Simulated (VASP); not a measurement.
Here is a VASP 6.6.1 calculation.

Contents of INCAR:

```
PREC     = Accurate       # precision mode
ENCUT    = 520            # plane-wave cutoff, eV
EDIFF    = 1E-7           # SCF threshold, eV
ISMEAR   = 0              # smearing method
SIGMA    = 0.2            # smearing width, eV
LREAL    = F              # projectors in reciprocal space
LASPH    = T              # aspherical terms in the spheres
NELM     = 60             # most SCF steps
ALGO     = Normal         # electronic algorithm
ISIF     = 2              # what is computed and relaxed
LWAVE    = F              # write WAVECAR
LCHARG   = T              # write CHGCAR
GGA      = PE             # functional
IVDW     = 12             # dispersion correction
LELF     = T              # ELF
LVHAR    = T            
NBANDS   = 30             # bands
```

KPOINTS

```
Automatic mesh
0
Gamma
  6 6 6
```

Contents of POSCAR:

```
NaC8
1.0
    0.0000000000      0.0000000000      4.4961254233
    4.9760002324      0.0000000289      0.0000000000
   -2.4880001412      4.3093425960      0.0000000000
Na C
1 8
Direct
    0.5000000000      0.0000000000      0.0000000000
    0.0000000000      0.3346734156      0.1673367078
    0.0000000000      0.3333333333      0.6666666667
    0.0000000000      0.8326632922      0.1673367078
    0.0000000000      0.8326632922      0.6653265844
    0.0000000000      0.1673367078      0.3346734156
    0.0000000000      0.1673367078      0.8326632922
    0.0000000000      0.6666666667      0.3333333333
    0.0000000000      0.6653265844      0.8326632922
```

Potentials or basis: VASP PAW PBE potentials, release 64 (Na_pv, C).

Run with:

```console
$ cat potpaw_PBE.64/Na_pv/POTCAR potpaw_PBE.64/C/POTCAR > POTCAR
$ mpirun -np 1 vasp_std > vasp.out
```

Task: Predict the dispersion energy per atom.

Result: -0.130 eV.

Task: Predict the pressure.

Result: 0.3 GPa.

Task: Estimate the largest force.

Result: 0.005 eV/Å.

Forces on the atoms (eV/Å):
```
Na   0.000  0.000  0.000
C   -0.005 -0.003  0.000
C    0.000  0.000  0.000
C    0.005 -0.003  0.000
C    0.000  0.005  0.000
C    0.000 -0.005  0.000
C   -0.005  0.003  0.000
C    0.000  0.000  0.000
C    0.005  0.003  0.000
```

Caveat: pairwise dispersion overbinds metals, which lowers pressure and volume.
